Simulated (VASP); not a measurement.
A run of VASP 6.6.1:

File INCAR:

```
SYSTEM = C
  PREC = Accurate
  ENCUT = 600
  EDIFF = 1E-6
  ISMEAR = -1
  SIGMA = 0.1
  LREAL = .False.
  LASPH = .True.
  NELM = 80
  ALGO = Normal
  ISIF = 3
  LWAVE = .False.
  LCHARG = .False.
  GGA = CA
  IBRION = 2
  NSW = 60
  EDIFFG = -0.005
  PSTRESS = 240.0
```

KPOINTS

```
Automatic mesh
0
Gamma
  11 11 16
  0 0 0
```

The input POSCAR:

```
C
1.0
    3.2497654249      0.0000000000      0.0000000000
   -1.6248827124      2.8143794143      0.0000000000
    0.0000000000      0.0000000000      2.0148545634
C
3
Direct
    0.0000000000      0.0000000000      0.0000000000
    0.3333333333      0.6666666667      0.5000000000
    0.6666666667      0.3333333333      0.5000000000
```

Potentials or basis: VASP PAW LDA potentials, release 64 (C).

Launch:

```console
$ cat potpaw_LDA.64/C/POTCAR > POTCAR
$ mpirun -np 1 vasp_std > vasp.out
```

Hardware: 1 thread of Intel Xeon 8259CL (shared host).

Estimate the wall time of this run.

Wall time 12 min on 1 thread of Intel Xeon 8259CL, on a shared host, peak memory 0.15 GiB. Counts: scf iterations 216, k points 144, ion steps 22.
